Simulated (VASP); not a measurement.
Input of a VASP 6.6.1 run:

Contents of INCAR:

```
SYSTEM = Ir
  PREC = Accurate
  ENCUT = 520
  EDIFF = 1E-8
  ISMEAR = -1
  SIGMA = 0.03
  LREAL = .False.
  LASPH = .True.
  NELM = 150
  ALGO = Normal
  ISIF = 2
  LWAVE = .False.
  LCHARG = .False.
  LMAXMIX = 4
  LDAU = .True.
  LDAUTYPE = 2
  LDAUL = 2
  LDAUU = 4
  LDAUJ = 0
  LDAUPRINT = 1
  GGA = PE
  LEFG = .True.
  NBANDS = 16
```

Contents of KPOINTS:

```
Automatic mesh
0
Gamma
  15 15 8
  0 0 0
```

The input POSCAR:

```
Ir
1.0
    2.7207989171      0.0000000000      0.0000000000
   -1.3603994585      2.3562809808      0.0000000000
    0.0000000000      0.0000000000      4.4066922990
Ir
2
Direct
    0.3333333333      0.6666666667      0.2500000000
    0.6666666667      0.3333333333      0.7500000000
```

Potentials or basis: VASP PAW PBE potentials, release 64 (Ir).

Launch:

```sh
$ cat potpaw_PBE.64/Ir/POTCAR > POTCAR
$ mpirun -np 1 vasp_std > vasp.out
```

(1) What does it give for the pressure?

(2) Predict the band gap on the k mesh.

Results:

(1) -5.4 GPa.

(2) zero (bands 9 and 10 overlap by 3.11 eV).

Caveat: the cell stands under tension; without QUAD_EFG the Cq values of the log hold for a quadrupole moment of 1 mb, not for the nuclei; spin-orbit coupling is left out, which moves the levels of the heavy elements; U without spin polarisation on a metal has little footing; the U is typed as a test and isn't derived for this compound.
